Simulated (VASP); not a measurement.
# Li (Fm-3m) in VASP: further runs, part 2 of 2

VASP 6.6.1. Earlier steps stand in the parts before.

## Step 3: Relaxation of volume and atoms at fixed shape, PBEsol

This run uses another cell than the first one, of 21.59 Å³/atom.

File INCAR:

```
PREC = Accurate
ENCUT = 750
EDIFF = 1E-7
ISMEAR = -1
SIGMA = 0.05
LREAL = F
LASPH = T
NELM = 120
ALGO = Normal
ISIF = 8
LWAVE = F
LCHARG = F
GGA = PS
IBRION = 2
NSW = 60
EDIFFG = -0.02
GGA_COMPAT = F
NELMIN = 4
```

File KPOINTS:

```
Automatic mesh
0
Gamma
  7 7 7
```

File POSCAR:

```
Li
1.0
    0.0000000000      2.2100000000      2.2100000000
    2.2100000000      0.0000000000      2.2100000000
    2.2100000000      2.2100000000      0.0000000000
Li
1
Direct
    0.0000000000      0.0000000000      0.0000000000
```

Potentials or basis: VASP PAW PBE potentials, release 64 (Li_sv).

Started as:

```console
cat potpaw_PBE.64/Li_sv/POTCAR > POTCAR
mpirun -np 1 vasp_std > vasp.out
```

OUTCAR:

```text
PREC = Accurate
   ENCUT = 750
   EDIFF = 1E-7
   ISMEAR = -1
   LREAL = F
   LASPH = T
   NELM = 120
   ISIF = 8
   GGA = PS
   IBRION = 2
   NSW = 60
   EDIFFG = -0.02
   NELMIN = 4

 ion  position               nearest neighbor table
   1  0.000  0.000  0.000-

  LATTYP: Found a face centered cubic cell.
 ALAT       =     4.4200000000

  Lattice vectors:

 A1 = (   0.0000000000,   2.2100000000,   2.2100000000)
 A2 = (   2.2100000000,   0.0000000000,   2.2100000000)
 A3 = (   2.2100000000,   2.2100000000,   0.0000000000)

Analysis of symmetry for initial positions (statically):
=====================================================================
 Subroutine PRICEL returns:
 Original cell was already a primitive cell.

 Routine SETGRP: Setting up the symmetry group for a
 face centered cubic supercell.

 Subroutine GETGRP returns: Found 48 space group operations
 (whereof 48 operations were pure point group operations)
 out of a pool of 48 trial point group operations.

The static configuration has the point symmetry O_h .

Analysis of symmetry for dynamics (positions and initial velocities):
=====================================================================
 Subroutine PRICEL returns:
 Original cell was already a primitive cell.

 Routine SETGRP: Setting up the symmetry group for a
 face centered cubic supercell.

 Subroutine GETGRP returns: Found 48 space group operations
 (whereof 48 operations were pure point group operations)
 out of a pool of 48 trial point group operations.

The dynamic configuration has the point symmetry O_h .

 Subroutine INISYM returns: Found 48 space group operations
 (whereof 48 operations are pure point group operations),
 and found     1 'primitive' translations

----------------------------------------------------------------------------------------

                                     Primitive cell

  volume of cell :      21.5877

  direct lattice vectors                    reciprocal lattice vectors
     0.000000000  2.210000000  2.210000000    -0.226244344  0.226244344  0.226244344
     2.210000000  0.000000000  2.210000000     0.226244344 -0.226244344  0.226244344
     2.210000000  2.210000000  0.000000000     0.226244344  0.226244344 -0.226244344

  length of vectors
     3.125411973  3.125411973  3.125411973     0.391866699  0.391866699  0.391866699

  position of ions in fractional coordinates (direct lattice)
     0.000000000  0.000000000  0.000000000

  ion indices of the primitive-cell ions
   primitive index   ion index
                 1           1

----------------------------------------------------------------------------------------

 KPOINTS: Automatic mesh

Automatic generation of k-mesh.
 Grid dimensions read from file:
 generate k-points for:    7    7    7

 Generating k-lattice:

  Cartesian coordinates                     Fractional coordinates (reciprocal lattice)
    -0.032320621  0.032320621  0.032320621     0.142857143  0.000000000  0.000000000
     0.032320621 -0.032320621  0.032320621     0.000000000  0.142857143  0.000000000
     0.032320621  0.032320621 -0.032320621     0.000000000  0.000000000  0.142857143

  Length of vectors
     0.055980957  0.055980957  0.055980957

  Shift w.r.t. Gamma in fractional coordinates (k-lattice)
     0.000000000  0.000000000  0.000000000

 Subroutine IBZKPT returns following result:
 ===========================================

 Found     20 irreducible k-points:

 Following reciprocal coordinates:
            Coordinates               Weight
  0.000000  0.000000  0.000000      1.000000
  0.142857  0.000000  0.000000      8.000000
  0.285714  0.000000  0.000000      8.000000
  0.428571  0.000000  0.000000      8.000000
  0.142857  0.142857  0.000000      6.000000
  0.285714  0.142857  0.000000     24.000000
[... 12 lines left out ...]
 -0.428571  0.428571  0.142857     24.000000
 -0.285714  0.428571  0.142857     24.000000
   k-points           NKPTS =     20   k-points in BZ     NKDIM =     20   number of bands    NBANDS=      5
   number of dos      NEDOS =    301   number of ions     NIONS =      1
   total plane-waves  NPLWV =  21952
   dimension x,y,z NGX =    28 NGY =   28 NGZ =   28
   dimension x,y,z NGXF=    56 NGYF=   56 NGZF=   56
   ions per type =               1
   NGX,Y,Z   is equivalent  to a cutoff of  14.89, 14.89, 14.89 a.u.
   NGXF,Y,Z  is equivalent  to a cutoff of  29.79, 29.79, 29.79 a.u.
 SYSTEM =  unknown system
   PREC   = accura    normal or accurate (medium, high low for compatibility)
   ISTART =      0    job   : 0-new  1-cont  2-samecut
   ICHARG =      2    charge: 1-file 2-atom 10-const
   ISPIN  =      1    spin polarized calculation?
   LNONCOLLINEAR =      F non collinear calculations
   LSORBIT =      F    spin-orbit coupling
   LASPH  =      T    aspherical Exc in radial PAW
   ENCUT  =  750.0 eV  55.12 Ry    7.42 a.u.   6.98  6.98  6.98*2*pi/ulx,y,z
   NELM   =    120;   NELMIN=  4; NELMDL= -5     # of ELM steps
   EDIFF  = 0.1E-06   stopping-criterion for ELM
   LREAL  =      F    real-space projection
   EDIFFG = -.2E-01   stopping-criterion for IOM
   NSW    =     60    number of steps for IOM
   IBRION =      2    ionic relax: 0-MD 1-quasi-New 2-CG
   NFREE  =      1    steps in history (QN), initial steepest desc. (CG)
   ISIF   =      8    stress and relaxation
   ISYM   =      2    0-nonsym 1-usesym 2-fastsym
   POTIM  = 0.5000    time-step for ionic-motion
   TEBEG  =    0.0;   TEEND  =   0.0 temperature during run
   PSTRESS=    0.0 pullay stress
   NELECT =       3.0000    total number of electrons
   NUPDOWN=      -1.0000    fix difference up-down
   EMIN   =  10.00;   EMAX   =-10.00  energy-range for DOS
   EFERMI =   0.00;   METHOD = LEGACY
   ISMEAR =    -1;   SIGMA  =   0.05  broadening in eV -4-tet -1-fermi 0-gaus
   EFERMI_NEDOS =   21; number of points for ismear=-14 and -15
   IALGO  =     38    algorithm
   IMIX   =      4    mixing-type and parameters
     AMIX     =   0.40;   BMIX     =  1.00
     AMIX_MAG =   1.60;   BMIX_MAG =  1.00
  volume/ion in A,a.u.               =      21.59       145.68
  Fermi-wavevector in a.u.,A,eV,Ry     =   0.847968  1.602428  9.783274  0.719050
  Thomas-Fermi vector in A             =   1.963558
   LORBIT       =      0    0 simple, 1 ext, 2 COOP (PROOUT), +10 PAW based schemes
   GGA     = PS    functional components
   LHFCALC =     F    Hartree Fock is set to
   AEXX    =    0.0000 exact exchange contribution
   IVDW    =     0    specifies the selected vdW correction
   LEPSILON=     F    determine dielectric tensor
   LRPA    =     F    only Hartree local field effects (RPA)
 conjugate gradient relaxation of ions
 non-spin polarized calculation
  energy-cutoff  :      750.00
  volume of cell :       21.59
 maximum number of plane-waves:      1014
   NGX = 13   NGY = 13   NGZ = 13

--------------------------------------- Ionic step        1  -------------------------------------------

 number of electron       2.9999999 magnetization

 Free energy of the ion-electron system (eV)
  ---------------------------------------------------
  ext. energy  EPLUGINS =         0.00000000
  ---------------------------------------------------
  free energy    TOTEN  =        -1.98210457 eV

  energy without entropy =       -1.97942778  energy(sigma->0) =       -1.98076618

------------------------ aborting loop because EDIFF is reached ----------------------------------------

  FORCE on cell =-STRESS in cart. coord.  units (eV):
  Direction    XX          YY          ZZ          XY          YZ          ZX
  --------------------------------------------------------------------------------------
  -------------------------------------------------------------------------------------
  Total       -0.1272845     -0.1272845     -0.1272845      0.0000000     -0.0000000     -0.0000000
  in kB       -9.4466816     -9.4466816     -9.4466816      0.0000000     -0.0000000     -0.0000000
  external PRESSURE =      -9.4466816 kB  Pullay stress =       0.0000000 kB
[... 55 lines left out ...]
  energy  without entropy=       -1.9814942472  energy(sigma->0) =       -1.98283272

--------------------------------------- Ionic step        3  -------------------------------------------

 number of electron       2.9999999 magnetization

 Free energy of the ion-electron system (eV)
  ---------------------------------------------------
  ext. energy  EPLUGINS =         0.00000000
  ---------------------------------------------------
  free energy    TOTEN  =        -1.98677899 eV

  energy without entropy =       -1.98411397  energy(sigma->0) =       -1.98544648

 E-fermi :   0.8456     XC(G=0):  -7.0211

 val. band max:        0.3790543907   @ k =   0.4286   0.2857   0.0000
 cond. band min:       0.9706574293   @ k =  -0.4286   0.1429   0.0000
 fundamental gap:      0.5916030386
 Fermi energy:         0.8455737200

 k-point     1 :       0.0000    0.0000    0.0000
  band No.  band energies     occupation
      1     -45.2662      2.00000
      2      -2.9392      2.00000
      3      15.0189      0.00000
      4      15.0189      0.00000
      5      15.0189      0.00000

 k-point     2 :       0.1429    0.0000    0.0000
  band No.  band energies     occupation
      1     -45.2626      2.00000
      2      -2.5742      2.00000
      3      11.9189      0.00000
      4      14.3712      0.00000
      5      14.3712      0.00000
[... 170 lines left out ...]
  FREE ENERGIE OF THE ION-ELECTRON SYSTEM (eV)
  ---------------------------------------------------
  free  energy   TOTEN  =        -1.9867789925 eV

  energy  without entropy=       -1.9841139673  energy(sigma->0) =       -1.98544648

 reached required accuracy - stopping structural energy minimisation
```

OSZICAR:

```text
N       E                     dE             d eps       ncg     rms          rms(c)
DAV:   1     0.111300345181E+01    0.11130E+01   -0.84457E+02   200   0.510E+02
DAV:   2    -0.166161885724E+01   -0.27746E+01   -0.26305E+01   270   0.626E+01
DAV:   3    -0.197923015217E+01   -0.31761E+00   -0.31759E+00   265   0.140E+01
[... 23 lines left out ...]
DAV:   5    -0.198677391151E+01   -0.12227E-04   -0.61396E-05   210   0.102E-01    0.109E-02
DAV:   6    -0.198677868078E+01   -0.47693E-05   -0.71447E-06   270   0.245E-02    0.802E-04
DAV:   7    -0.198677879459E+01   -0.11380E-06   -0.29319E-07   195   0.711E-03    0.795E-04
DAV:   8    -0.198677890673E+01   -0.11215E-06   -0.74902E-09   115   0.153E-03    0.365E-04
DAV:   9    -0.198677899248E+01   -0.85744E-07   -0.16523E-09   100   0.724E-04
   3 F= -.19867790E+01 E0= -.19854465E+01  d E =-.467442E-02
```

CONTCAR:

```text
Li
   1.00000000000000
     0.0000000000000000    2.1630884033707032    2.1630884033707032
     2.1630884033707032    0.0000000000000000    2.1630884033707032
     2.1630884033707032    2.1630884033707032    0.0000000000000000
  Li
     1
Direct
     0.0000000000000000    0.0000000000000000    0.0000000000000000

  0.00000000E+00  0.00000000E+00  0.00000000E+00
```

It took 10 s on 1 thread of Intel Xeon Platinum 8488C (Sapphire Rapids), shared host; peak memory 0.14 GiB.

What came out:

```
Free energy                           : -1.9868 eV
Relaxed volume                        : 20.24 Å³/atom
Relaxed cell                          : a = 3.059 Å, b = 3.059 Å, c = 3.059 Å, α = 60.00°, β = 60.00°, γ = 60.00°
Space group after relaxing (to 0.1 Å) : Fm-3m (No. 225)
Energy gained by relaxing             : 4.7 meV/atom
Ionic steps                           : 3
Pressure after relaxing               : -0.1 GPa
Band gap on the k mesh                : zero (an odd number of electrons rules out a gap without spin polarisation)
```

Step by step:
```
step  energy change (eV)  largest force (eV/Å)  pressure (GPa)  volume (Å³)
   1              0.0000                0.0000           -0.94        21.59
   2             -0.0021                0.0000           -0.73        21.19
   3             -0.0047                0.0000           -0.13        20.24
```

Final structure:
```xyz
1
Lattice="0.0000 2.1631 2.1631 2.1631 0.0000 2.1631 2.1631 2.1631 0.0000" Properties=species:S:1:pos:R:3 pbc="T T T"
Li    0.0000    0.0000    0.0000
```

Levels at points of the mesh, in eV from the Fermi level:
```tsv
k point	band 1	band 2	band 3	band 4	band 5
(0.00, 0.00, 0.00)	-46.11	-3.78	14.17	14.17	14.17
```

Caveat: the PAW data sets were made with another functional, which shifts forces and pressure a little.

The gap in the log of VASP goes by the Fermi energy; the results here count the filled bands.